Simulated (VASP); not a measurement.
CO2: single point with PBEsol

Crystal: CO2.

```xyz
12
Lattice="6.4379 0.0000 0.0000 0.0000 5.7999 0.0000 0.0000 0.0000 4.9299" Properties=species:S:1:pos:R:3 pbc="T T T"
C     0.0000    0.0000    0.0000
C     3.2190    0.0000    2.4650
C     3.2190    2.9000    0.0000
C     0.0000    2.9000    2.4650
O     0.7478    0.6737    0.5727
O     2.4711    5.1262    3.0376
O     3.9668    2.2263    4.3573
O     5.6901    3.5737    1.8923
O     5.6901    5.1262    4.3573
O     3.9668    0.6737    1.8923
O     2.4711    3.5737    0.5727
O     0.7478    2.2263    3.0376
```

This cell differs from its parent crystal: normal strain along x +0.1100, normal strain along z -0.1500.

```
Program             : VASP 6.6.1
Task                : single point
Functional          : PBEsol
Potentials or basis : VASP PAW PBE potentials, release 64 (C_h, O_h)
Cutoff              : 1340 eV
k mesh              : 4 × 4 × 4
Occupations         : gaussian, width 0.05 eV
Spin                : no spin polarisation
```

```
Pressure               : 3.1 GPa
Largest force          : 0.996 eV/Å
Band gap on the k mesh : 6.54 eV
```

Forces on the atoms (eV/Å):
```
C    0.000  0.000  0.000
C    0.000  0.000  0.000
C    0.000  0.000  0.000
C    0.000  0.000  0.000
O    0.642  0.529  0.549
O   -0.642 -0.529  0.549
O    0.642 -0.529 -0.549
O   -0.642  0.529 -0.549
O   -0.642 -0.529 -0.549
O    0.642  0.529 -0.549
O   -0.642  0.529  0.549
O    0.642 -0.529  0.549
```

Stress tensor (GPa, compression positive):
```
2.75 0.00 0.00
0.00 3.16 0.00
0.00 0.00 3.44
```

Levels at points of the mesh, in eV from the valence-band top:
```csv
k point,band 30,band 31,band 32,band 33,band 34,band 35
"(0.00, 0.00, 0.00)",-0.32,-0.27,0.00,6.54,7.87,7.94
"(0.50, 0.00, 0.00)",-0.46,-0.15,-0.15,7.67,7.67,7.85
"(0.00, 0.50, 0.00)",-0.42,-0.29,-0.29,7.96,7.96,8.14
"(0.50, 0.50, 0.00)",-0.44,-0.44,-0.44,8.03,8.03,8.03
"(0.00, 0.00, 0.50)",-0.40,-0.35,-0.35,7.94,7.94,8.34
"(0.50, 0.00, 0.50)",-0.33,-0.33,-0.33,8.00,8.00,8.00
"(0.00, 0.50, 0.50)",-0.30,-0.30,-0.30,8.01,8.01,8.01
"(0.50, 0.50, 0.50)",-0.28,-0.28,-0.28,8.06,8.06,8.06
```

Run time: 7.6 min on 1 thread of Intel(R) Xeon(R) 6975P-C (Granite Rapids), with other jobs on the host, peak memory 1.1 GiB.

Caveat: the cell differs from its parent crystal (normal strain along x +0.1100, normal strain along z -0.1500); the cell stands under pressure; this functional lacks dispersion, which holds the molecules together, so the pressure and a relaxed volume are unreliable; the PAW data sets were made with another functional, which shifts forces and pressure a little. A k mesh can miss the band edges.
